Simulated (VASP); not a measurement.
Li: single point with PBE

Crystal: Li.

```xyz
3
Lattice="1.4418 0.8324 7.0561 -1.4418 0.8324 7.0561 0.0000 -1.6648 7.0561" Properties=species:S:1:pos:R:3 pbc="T T T"
Li    0.0000    0.0000    0.0000
Li    0.0000    0.0000    4.6993
Li    0.0000    0.0000   16.4689
```

```json
{
  "Program": "VASP 6.6.1",
  "Task": "single point",
  "Functional": "PBE",
  "Potentials or basis": "VASP PAW PBE potentials, release 64 (Li_sv)",
  "Cutoff": "520 eV",
  "k mesh": "3 × 3 × 3",
  "Occupations": "fermi-dirac, width 0.1 eV",
  "Spin": "no spin polarisation"
}
```

```yaml
Largest_force: 0.024 eV/Å
```

Forces on the atoms (eV/Å):
```
Li   0.000  0.000  0.000
Li   0.000  0.000  0.024
Li   0.000  0.000 -0.024
```

Levels at points of the mesh, in eV from the Fermi level:
```
           k point  band 1  band 2  band 3  band 4  band 5  band 6  band 7  band 8  band 9  band 10
(0.00, 0.00, 0.00)  -45.96  -45.94  -45.93   -3.51   -1.44   -1.44    6.79    6.82   14.78    14.78
```

Wall time 16 s on 1 thread of AMD EPYC 9R45 96-Core Processor (Zen 5), on a shared host, peak memory 0.3 GiB.

Caveat: the k points lie up to 0.84 Å⁻¹ apart.
